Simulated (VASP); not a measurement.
# Si (Imma) in VASP: a series of runs

Si is run at these levels: LDA; tasks: single point.

Program: VASP 6.6.1. These are calculated values, not measurements. Logs are shortened: lines on timing, memory, paths and dates and some standing lists are left out, and cuts for length are marked.

### 1 The cell of the first run

The structure is orthorhombic, space group Imma (No. 74). Conventional cell: a = 3.814 Å, b = 3.831 Å, c = 5.418 Å, α = 90.00°, β = 90.00°, γ = 90.00°. Si (site symmetry mm2) has 4 Si at 2.34 Å within 3.1 Å.

### 2 Single point, LDA

INCAR

```
PREC = Accurate
ENCUT = 520
EDIFF = 1E-6
ISMEAR = 0
SIGMA = 0.02
LREAL = False
LASPH = True
NELM = 100
ALGO = Fast
ISIF = 2
LWAVE = False
LCHARG = False
GGA = CA
NBANDS = 16
```

KPOINTS

```
Automatic mesh
0
Gamma
  10 8 10
```

POSCAR

```
Si
1.0
    3.8310063354      0.0000000000      0.0000000000
    0.0000000000      5.4178611170      0.0000000000
    0.0000000000      0.0000000000      3.8139435318
Si
4
Direct
    0.0000000000     -0.0002985428      0.0000000000
    0.5000000000      0.4997014572      0.5000000000
    0.0000000000      0.2502985428      0.5000000000
    0.5000000000      0.7502985428      0.0000000000
```

Potentials or basis: VASP PAW LDA potentials, release 64 (Si).

On the command line:

```console
$ cat potpaw_LDA.64/Si/POTCAR > POTCAR
$ mpirun -np 1 vasp_std > vasp.out
```

OUTCAR:

```text
PREC = Accurate
   ENCUT = 520
   EDIFF = 1E-6
   ISMEAR = 0
   LREAL = False
   LASPH = True
   NELM = 100
   ISIF = 2
   GGA = CA

 ion  position               nearest neighbor table
   1  0.000  1.000  0.000-   3 2.34   3 2.34   4 2.34   4 2.34
   2  0.500  0.500  0.500-   4 2.34   4 2.34   3 2.34   3 2.34
   3  0.000  0.250  0.500-   1 2.34   1 2.34   2 2.34   2 2.34
   4  0.500  0.750  0.000-   2 2.34   2 2.34   1 2.34   1 2.34

  LATTYP: Found a simple orthorhombic cell.
 ALAT       =     3.8139435318
 B/A-ratio  =     1.0044737955
 C/A-ratio  =     1.4205404647

  Lattice vectors:

 A1 = (   0.0000000000,   0.0000000000,   3.8139435318)
 A2 = (   3.8310063354,   0.0000000000,   0.0000000000)
 A3 = (   0.0000000000,   5.4178611170,   0.0000000000)

Analysis of symmetry for initial positions (statically):
=====================================================================
 Subroutine PRICEL returns following result:

  LATTYP: Found a body centered orthorhombic cell.
 ALAT       =     3.8139435318
 B/A-ratio  =     1.0044737955
 C/A-ratio  =     1.4205404647

  Lattice vectors:

 A1 = (  -1.9155031677,  -2.7089305585,  -1.9069717659)
 A2 = (   1.9155031677,  -2.7089305585,   1.9069717659)
 A3 = (  -1.9155031677,   2.7089305585,   1.9069717659)

   2 primitive cells build up your supercell.

 Routine SETGRP: Setting up the symmetry group for a
 simple orthorhombic supercell.

 Subroutine GETGRP returns: Found  8 space group operations
 (whereof  4 operations were pure point group operations)
 out of a pool of  8 trial point group operations.

The static configuration has the point symmetry C_2v.
 The point group associated with its full space group is D_2h.

Analysis of symmetry for dynamics (positions and initial velocities):
=====================================================================
 Subroutine PRICEL returns following result:

  LATTYP: Found a body centered orthorhombic cell.
 ALAT       =     3.8139435318
 B/A-ratio  =     1.0044737955
 C/A-ratio  =     1.4205404647

  Lattice vectors:

 A1 = (  -1.9155031677,  -2.7089305585,  -1.9069717659)
 A2 = (   1.9155031677,  -2.7089305585,   1.9069717659)
 A3 = (  -1.9155031677,   2.7089305585,   1.9069717659)

[... 107 lines left out ...]
   LASPH  =      T    aspherical Exc in radial PAW
   ENCUT  =  520.0 eV  38.22 Ry    6.18 a.u.   7.12 10.07  7.09*2*pi/ulx,y,z
   NELM   =    100;   NELMIN=  2; NELMDL= -5     # of ELM steps
   EDIFF  = 0.1E-05   stopping-criterion for ELM
   LREAL  =      F    real-space projection
   EDIFFG = 0.1E-04   stopping-criterion for IOM
   NSW    =      0    number of steps for IOM
   IBRION =     -1    ionic relax: 0-MD 1-quasi-New 2-CG
   NFREE  =      0    steps in history (QN), initial steepest desc. (CG)
   ISIF   =      2    stress and relaxation
   ISYM   =      2    0-nonsym 1-usesym 2-fastsym
   POTIM  = 0.5000    time-step for ionic-motion
   TEBEG  =    0.0;   TEEND  =   0.0 temperature during run
   PSTRESS=    0.0 pullay stress
   NELECT =      16.0000    total number of electrons
   NUPDOWN=      -1.0000    fix difference up-down
   EMIN   =  10.00;   EMAX   =-10.00  energy-range for DOS
   EFERMI =   0.00;   METHOD = LEGACY
   ISMEAR =     0;   SIGMA  =   0.02  broadening in eV -4-tet -1-fermi 0-gaus
   EFERMI_NEDOS =   21; number of points for ismear=-14 and -15
   IALGO  =     68    algorithm
   IMIX   =      4    mixing-type and parameters
     AMIX     =   0.40;   BMIX     =  1.00
     AMIX_MAG =   1.60;   BMIX_MAG =  1.00
  volume/ion in A,a.u.               =      19.79       133.55
  Fermi-wavevector in a.u.,A,eV,Ry     =   0.960749  1.815552 12.558696  0.923038
  Thomas-Fermi vector in A             =   2.090060
   LORBIT       =      0    0 simple, 1 ext, 2 COOP (PROOUT), +10 PAW based schemes
   GGA     = CA    functional components
   LHFCALC =     F    Hartree Fock is set to
   AEXX    =    0.0000 exact exchange contribution
   IVDW    =     0    specifies the selected vdW correction
   LEPSILON=     F    determine dielectric tensor
   LRPA    =     F    only Hartree local field effects (RPA)
 non-spin polarized calculation
 RMM-DIIS sequential band-by-band and
 Gauss-broadening in eV      SIGMA  =   0.02
  energy-cutoff  :      520.00
  volume of cell :       79.16
 maximum number of plane-waves:      2156
   NGX = 15   NGY = 21   NGZ = 15

 number of electron      16.0000001 magnetization

 Free energy of the ion-electron system (eV)
  ---------------------------------------------------
  ext. energy  EPLUGINS =         0.00000000
  ---------------------------------------------------
  free energy    TOTEN  =       -23.83850055 eV

  energy without entropy =      -23.83850055  energy(sigma->0) =      -23.83850055

 E-fermi :   6.0479     XC(G=0):  -9.6488

 val. band max:        5.9160457089   @ k =   0.0000   0.0000   0.0000
 cond. band min:       6.3419849349   @ k =   0.4000   0.0000   0.4000
 fundamental gap:      0.4259392260
 Fermi energy:         6.0478930905

 k-point     1 :       0.0000    0.0000    0.0000
  band No.  band energies     occupation
      1      -6.1473      2.00000
      2      -1.9788      2.00000
      3      -1.9625      2.00000
      4       2.9881      2.00000
      5       3.0472      2.00000
      6       5.8736      2.00000
[... 433 lines left out ...]
      3      -0.9937      2.00000
      4      -0.9937      2.00000
      5       4.2488      2.00000
      6       4.2488      2.00000
[... 8 lines left out ...]
     15      13.6567      0.00000
     16      13.6567      0.00000

 [... further k-points ...]

------------------------ aborting loop because EDIFF is reached ----------------------------------------

  FORCE on cell =-STRESS in cart. coord.  units (eV):
  Direction    XX          YY          ZZ          XY          YZ          ZX
  --------------------------------------------------------------------------------------
  -------------------------------------------------------------------------------------
  Total       -0.3269655     -0.2733107      0.0089198      0.0000000      0.0000000      0.0000000
  in kB       -6.6175534     -5.5316192      0.1805308      0.0000000      0.0000000      0.0000000
  external PRESSURE =      -3.9895473 kB  Pullay stress =       0.0000000 kB

 VOLUME and BASIS-vectors are now :
 -----------------------------------------------------------------------------
  energy-cutoff  :      520.00
  volume of cell :       79.16
      direct lattice vectors                 reciprocal lattice vectors
     3.831006335  0.000000000  0.000000000     0.261028020  0.000000000  0.000000000
     0.000000000  5.417861117  0.000000000     0.000000000  0.184574683  0.000000000
     0.000000000  0.000000000  3.813943532     0.000000000  0.000000000  0.262195806

 POSITION                                       TOTAL-FORCE (eV/Angst)
 -----------------------------------------------------------------------------------
      0.00000      5.41624      0.00000        -0.000000     -0.000019     -0.000000
      1.91550      2.70731      1.90697        -0.000000     -0.000019     -0.000000
      0.00000      1.35608      1.90697        -0.000000      0.000019      0.000000
      1.91550      4.06501      0.00000         0.000000      0.000019      0.000000
 -----------------------------------------------------------------------------------
    total drift:                               -0.000000      0.000000     -0.000000

  FREE ENERGIE OF THE ION-ELECTRON SYSTEM (eV)
  ---------------------------------------------------
  free  energy   TOTEN  =       -23.8385005486 eV

  energy  without entropy=      -23.8385005486  energy(sigma->0) =      -23.83850055
```

OSZICAR:

```text
N       E                     dE             d eps       ncg     rms          rms(c)
DAV:   1     0.212827423009E+02    0.21283E+02   -0.58002E+03  5760   0.794E+02
DAV:   2    -0.225480751805E+02   -0.43831E+02   -0.39722E+02  7944   0.119E+02
DAV:   3    -0.243540097248E+02   -0.18059E+01   -0.17927E+01  7768   0.224E+01
DAV:   4    -0.243753418756E+02   -0.21332E-01   -0.21327E-01  7136   0.316E+00
DAV:   5    -0.243757186755E+02   -0.37680E-03   -0.37679E-03  7824   0.397E-01    0.719E+00
RMM:   6    -0.240050161037E+02    0.37070E+00   -0.14582E-01  5787   0.162E+00    0.431E+00
RMM:   7    -0.238372807254E+02    0.16774E+00   -0.31657E-01  6223   0.246E+00    0.313E-01
RMM:   8    -0.238380823836E+02   -0.80166E-03   -0.21627E-02  6069   0.829E-01    0.129E-01
RMM:   9    -0.238383949966E+02   -0.31261E-03   -0.51344E-03  6666   0.385E-01    0.123E-01
RMM:  10    -0.238384840738E+02   -0.89077E-04   -0.94820E-04  6715   0.197E-01    0.123E-01
RMM:  11    -0.238384986336E+02   -0.14560E-04   -0.23364E-04  6972   0.967E-02    0.159E-01
RMM:  12    -0.238385329398E+02   -0.34306E-04   -0.80399E-05  6276   0.574E-02    0.117E-01
RMM:  13    -0.238385001436E+02    0.32796E-04   -0.52668E-05  6122   0.388E-02    0.297E-02
RMM:  14    -0.238385005486E+02   -0.40499E-06   -0.49279E-06  6487   0.155E-02
   1 F= -.23838501E+02 E0= -.23838501E+02  d E =-.188459E-23
```

stdout:

```text
POSCAR found type information on POSCAR Si
 POSCAR found :  1 types and       4 ions
 scaLAPACK will be used
 LDA part: xc-table for (Slater(with rela. corr.)+CA(PZ))
 , standard interpolation
 POSCAR, INCAR and KPOINTS ok, starting setup
 FFT: planning ... GRIDC
 FFT: planning ... GRID_SOFT
 FFT: planning ... GRID
 WAVECAR not read
 entering main loop
```

Run time: 92 s. Hardware: 1 thread of AMD EPYC 9R14 (Zen 4), shared host; peak memory 0.23 GiB.

What came out:

| Quantity | Value |
| --- | --- |
| Free energy | -23.8385 eV |
| Pressure | -0.4 GPa |
| Band gap on the k mesh | 0.43 eV |

Levels at points of the mesh, in eV from the valence-band top:
| k point | band 4 | band 5 | band 6 | band 7 | band 8 | band 9 | band 10 | band 11 | band 12 | band 13 |
| --- | --- | --- | --- | --- | --- | --- | --- | --- | --- | --- |
| (0.00, 0.00, 0.00) | -2.93 | -2.87 | -0.04 | -0.04 | 0.00 | 0.53 | 0.60 | 2.47 | 2.50 | 2.52 |
| (0.50, 0.00, 0.00) | -5.54 | -3.86 | -3.86 | -1.33 | -1.33 | 2.38 | 2.38 | 4.75 | 4.75 | 5.05 |
| (0.00, 0.50, 0.00) | -3.56 | -1.96 | -1.96 | -1.90 | -1.90 | 1.02 | 1.02 | 3.00 | 3.00 | 5.70 |
| (0.50, 0.50, 0.00) | -7.08 | -1.24 | -1.24 | -1.20 | -1.20 | 1.47 | 1.47 | 3.25 | 3.25 | 3.29 |
| (0.00, 0.00, 0.50) | -5.54 | -3.86 | -3.86 | -1.37 | -1.37 | 2.34 | 2.34 | 4.72 | 4.72 | 5.01 |
| (0.50, 0.00, 0.50) | -7.87 | -2.92 | -2.92 | -2.92 | -2.92 | 0.55 | 0.55 | 0.55 | 0.55 | 10.05 |
| (0.00, 0.50, 0.50) | -7.07 | -1.25 | -1.25 | -1.24 | -1.24 | 1.42 | 1.42 | 3.25 | 3.25 | 3.25 |
| (0.50, 0.50, 0.50) | -7.70 | -3.95 | -3.95 | -3.95 | -3.95 | 4.14 | 4.14 | 4.14 | 4.14 | 4.92 |

### 3 Single point, LDA

This run uses another cell than the first one, of 19.75 Å³/atom.

INCAR

```
ALGO = Fast
EDIFF = 1E-7
ENCUT = 520
ISIF = 2
ISMEAR = 0
LASPH = True
LCHARG = False
LREAL = False
LWAVE = False
NBANDS = 16
NELM = 100
PREC = Accurate
SIGMA = 0.02
```

KPOINTS

```
k-points
0
Gamma
  10 8 10
```

POSCAR

```
Si
1.0
    3.8310063354      0.0000000000      0.0000000000
    0.0000000000      5.4178611170      0.0000000000
    0.0000000000      0.0000000000      3.8062867333
Si
4
Direct
    0.0000000000      0.0000000000      0.0000000000
    0.5000000000      0.5000000000      0.5000000000
    0.0000000000      0.2500000000      0.5000000000
    0.5000000000      0.7500000000      0.0000000000
```

Potentials or basis: VASP PAW LDA potentials, release 64 (Si).

On the command line:

```console
$ cat potpaw_LDA.64/Si/POTCAR > POTCAR
$ mpirun -np 1 vasp_std > vasp.out
```

OUTCAR:

```text
EDIFF = 1E-7
   ENCUT = 520
   ISIF = 2
   ISMEAR = 0
   LASPH = True
   LREAL = False
   NELM = 100
   PREC = Accurate

 ion  position               nearest neighbor table
   1  0.000  0.000  0.000-   3 2.34   3 2.34   4 2.35   4 2.35
   2  0.500  0.500  0.500-   4 2.34   4 2.34   3 2.35   3 2.35
   3  0.000  0.250  0.500-   1 2.34   1 2.34   2 2.35   2 2.35
   4  0.500  0.750  0.000-   2 2.34   2 2.34   1 2.35   1 2.35

  LATTYP: Found a simple orthorhombic cell.
 ALAT       =     3.8062867333
 B/A-ratio  =     1.0064944141
[... 677 lines left out ...]
  Direction    XX          YY          ZZ          XY          YZ          ZX
  --------------------------------------------------------------------------------------
  -------------------------------------------------------------------------------------
  Total       -0.3711641     -0.1973442      0.3013079      0.0000000      0.0000000      0.0000000
  in kB       -7.5272149     -4.0021435      6.1105307      0.0000000      0.0000000      0.0000000
  external PRESSURE =      -1.8062759 kB  Pullay stress =       0.0000000 kB

 VOLUME and BASIS-vectors are now :
 -----------------------------------------------------------------------------
  energy-cutoff  :      520.00
  volume of cell :       79.00
      direct lattice vectors                 reciprocal lattice vectors
     3.831006335  0.000000000  0.000000000     0.261028020  0.000000000  0.000000000
     0.000000000  5.417861117  0.000000000     0.000000000  0.184574683  0.000000000
     0.000000000  0.000000000  3.806286733     0.000000000  0.000000000  0.262723244

 POSITION                                       TOTAL-FORCE (eV/Angst)
 -----------------------------------------------------------------------------------
      0.00000      0.00000      0.00000         0.000000     -0.063789      0.000000
      1.91550      2.70893      1.90314         0.000000     -0.063789      0.000000
      0.00000      1.35447      1.90314        -0.000000      0.063789     -0.000000
      1.91550      4.06340      0.00000        -0.000000      0.063789      0.000000
 -----------------------------------------------------------------------------------
    total drift:                               -0.000000      0.000000     -0.000000

  FREE ENERGIE OF THE ION-ELECTRON SYSTEM (eV)
  ---------------------------------------------------
  free  energy   TOTEN  =       -23.8379525192 eV

  energy  without entropy=      -23.8379525192  energy(sigma->0) =      -23.83795252
```

stdout:

```text
POSCAR found type information on POSCAR Si
 POSCAR found :  1 types and       4 ions
 scaLAPACK will be used
 LDA part: xc-table for (Slater(with rela. corr.)+CA(PZ))
 , standard interpolation
 POSCAR, INCAR and KPOINTS ok, starting setup
 FFT: planning ... GRIDC
 FFT: planning ... GRID_SOFT
 FFT: planning ... GRID
 WAVECAR not read
 entering main loop
```

It took 1.7 min on 1 thread of AMD EPYC 9R14 (Zen 4), shared host; peak memory 0.23 GiB.

Results:

| Item | Value |
| --- | --- |
| Free energy | -23.8380 eV |
| Pressure | -0.2 GPa |
| Largest force | 0.064 eV/Å |
| Band gap on the k mesh | 0.43 eV |

Forces in eV/Å, atoms in the order of the input:
```
Si   0.000 -0.064  0.000
Si   0.000 -0.064  0.000
Si   0.000  0.064  0.000
Si   0.000  0.064  0.000
```

Stress tensor (GPa, compression positive):
```
-0.75  0.00  0.00
 0.00 -0.40  0.00
 0.00  0.00  0.61
```

Levels at points of the mesh, in eV from the valence-band top:
```
           k point  band 5  band 6  band 7  band 8  band 9  band 10  band 11  band 12
(0.00, 0.00, 0.00)   -2.85   -0.03   -0.02    0.00    0.54     0.62     2.46     2.52
(0.50, 0.00, 0.00)   -3.87   -3.87   -1.32   -1.32    2.40     2.40     4.79     4.79
(0.00, 0.50, 0.00)   -1.95   -1.95   -1.89   -1.89    1.03     1.03     3.01     3.01
(0.50, 0.50, 0.00)   -1.22   -1.22   -1.19   -1.19    1.49     1.49     3.24     3.24
(0.00, 0.00, 0.50)   -3.85   -3.85   -1.36   -1.36    2.36     2.36     4.72     4.72
(0.50, 0.00, 0.50)   -2.91   -2.91   -2.91   -2.91    0.55     0.55     0.55     0.55
(0.00, 0.50, 0.50)   -1.26   -1.26   -1.22   -1.22    1.43     1.43     3.24     3.24
(0.50, 0.50, 0.50)   -3.95   -3.95   -3.95   -3.95    4.14     4.14     4.14     4.14
```

A k mesh can miss the band edges.

### 4 Single point, LDA

This run uses another cell than the first one, of 19.75 Å³/atom.

INCAR

```
SYSTEM = Si
PREC = Accurate
ENCUT = 520
EDIFF = 1E-6
ISMEAR = 0
SIGMA = 0.1
LREAL = .False.
LASPH = .True.
NELM = 100
ALGO = Fast
ISIF = 2
LWAVE = .False.
LCHARG = .False.
NBANDS = 16
```

KPOINTS

```
Automatic mesh
0
Gamma
  6 4 6
  0 0 0
```

POSCAR is that of step 3.

On the command line:

```console
$ cat potpaw_LDA.64/Si/POTCAR > POTCAR
$ mpirun -np 1 vasp_std > vasp.out
```

Wall time 25 s (1 thread of AMD EPYC 9R14 (Zen 4), shared host); peak memory 0.14 GiB.

Results (log left out):

```
Free energy            : -23.8198 eV
Pressure               : -0.2 GPa
Largest force          : 0.064 eV/Å
Band gap on the k mesh : 0.49 eV
```

Forces in eV/Å, atoms in the order of the input:
```
Si   0.000 -0.064  0.000
Si   0.000 -0.064  0.000
Si   0.000  0.064  0.000
Si   0.000  0.064  0.000
```

Stress tensor (GPa, compression positive):
```
-0.65  0.00  0.00
 0.00 -0.56  0.00
 0.00  0.00  0.73
```

Levels at points of the mesh, in eV from the valence-band top:
```tsv
k point	band 4	band 5	band 6	band 7	band 8	band 9	band 10	band 11	band 12	band 13
(0.00, 0.00, 0.00)	-2.92	-2.85	-0.03	-0.02	0.00	0.54	0.61	2.46	2.51	2.56
(0.50, 0.00, 0.00)	-5.52	-3.87	-3.87	-1.32	-1.32	2.40	2.40	4.78	4.78	5.06
(0.00, 0.50, 0.00)	-3.56	-1.95	-1.95	-1.89	-1.89	1.03	1.03	3.01	3.01	5.71
(0.50, 0.50, 0.00)	-7.07	-1.22	-1.22	-1.19	-1.19	1.49	1.49	3.24	3.24	3.32
(0.00, 0.00, 0.50)	-5.55	-3.85	-3.85	-1.36	-1.36	2.35	2.35	4.72	4.72	5.02
(0.50, 0.00, 0.50)	-7.87	-2.91	-2.91	-2.91	-2.91	0.55	0.55	0.55	0.55	10.07
(0.00, 0.50, 0.50)	-7.08	-1.26	-1.26	-1.22	-1.22	1.43	1.43	3.24	3.24	3.27
(0.50, 0.50, 0.50)	-7.70	-3.95	-3.95	-3.95	-3.95	4.14	4.14	4.14	4.14	4.93
```

A k mesh can miss the band edges.

### 5 Overview

| cell | k mesh | smearing | further INCAR settings | gap on the mesh (eV) | pressure (GPa) | largest force (eV/Å) |
| --- | --- | --- | --- | --- | --- | --- |
| a = 3.831, b = 5.418, c = 3.814 Å, 4 atoms | 10 × 8 × 10 | gaussian 0.02 eV | ALGO = Fast; EDIFF = 1e-06; NBANDS = 16 | 0.43 | -0.4 | - |
| a = 3.831, b = 5.418, c = 3.806 Å, 4 atoms | 10 × 8 × 10 | gaussian 0.02 eV | ALGO = Fast; EDIFF = 1e-07; NBANDS = 16 | 0.43 | -0.2 | 0.06 |
| a = 3.831, b = 5.418, c = 3.806 Å, 4 atoms | 6 × 4 × 6 | gaussian 0.1 eV | ALGO = Fast; EDIFF = 1e-06; NBANDS = 16 | 0.49 | -0.2 | 0.06 |

Alike in all rows: task single point; level LDA; potentials or basis VASP PAW LDA potentials, release 64 (Si); no spin polarisation; cutoff (eV) 520.

Total energies depend on the potentials used, so only differences within one code and one set of settings carry meaning.
